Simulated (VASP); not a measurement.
# GdN: single point with PBE

GdN:

```
CELL_PARAMETERS angstrom
4.08155 0.00000 0.00000
-2.04078 3.53473 0.00000
0.00000 0.00000 5.01462
ATOMIC_POSITIONS crystal
Gd 0.66667 0.33333 0.50000
Gd 0.33333 0.66667 0.00000
N 0.66667 0.33333 0.00000
N 0.33333 0.66667 0.50000
```

The cell was generated, and may not be a known phase.

* Program: VASP 6.6.1
* Task: single point
* Functional: PBE
* Potentials or basis: VASP PAW PBE potentials, release 64 (Gd, N)
* Cutoff: 520 eV
* k mesh: 12 × 12 × 6
* Occupations: gaussian, width 0.02 eV
* Spin: collinear spin, antiferromagnetic start
* Starting moments: [7.48, -7.48, 0.0, 0.0] μB

```json
{
  "Pressure": "0.1 GPa",
  "Band gap on the k mesh": "0.76 eV (least direct gap 0.82 eV)",
  "Net moment": "0.00 μB per cell",
  "Site moments": "Gd +6.77, -6.77; N +0.02, -0.02 μB",
  "Valence electrons inside the program's atomic spheres": "Gd 15.25; N 3.65"
}
```

Levels at points of the mesh, in eV from the valence-band top:
Spin up:
| k point | band 20 | band 21 | band 22 | band 23 | band 24 | band 25 | band 26 | band 27 |
| --- | --- | --- | --- | --- | --- | --- | --- | --- |
| (0.00, 0.00, 0.00) | -1.70 | -1.70 | -0.74 | 0.00 | 1.52 | 2.14 | 2.14 | 2.47 |
| (0.50, 0.00, 0.00) | -1.01 | -0.83 | -0.65 | -0.46 | 1.98 | 2.02 | 2.14 | 2.45 |
| (0.00, 0.00, 0.50) | -2.23 | -2.12 | -2.12 | -1.92 | 2.06 | 2.34 | 2.34 | 2.35 |
| (0.50, 0.00, 0.50) | -1.68 | -1.58 | -0.93 | -0.78 | 2.27 | 2.27 | 2.29 | 2.36 |
Spin down:
```tsv
k point	band 20	band 21	band 22	band 23	band 24	band 25	band 26	band 27
(0.00, 0.00, 0.00)	-1.70	-1.70	-0.74	0.00	1.52	2.14	2.14	2.47
(0.50, 0.00, 0.00)	-1.01	-0.83	-0.65	-0.46	1.98	2.02	2.14	2.45
(0.00, 0.00, 0.50)	-2.23	-2.12	-2.12	-1.92	2.06	2.34	2.34	2.35
(0.50, 0.00, 0.50)	-1.68	-1.58	-0.93	-0.78	2.27	2.27	2.29	2.36
```

Run time: 70 min on 1 thread of Intel Xeon 8259CL (shared host), peak memory 0.41 GiB.

Caveat: the antiferromagnetic order is the one typed at the start, and another may lie lower; semilocal functionals underestimate gaps, and a narrow one can read as zero; spin-orbit coupling is left out, which moves the levels of the heavy elements; semilocal functionals describe open f shells poorly, which spoils levels, moments and volumes. The state reached can hang on the start; a lower one may exist.
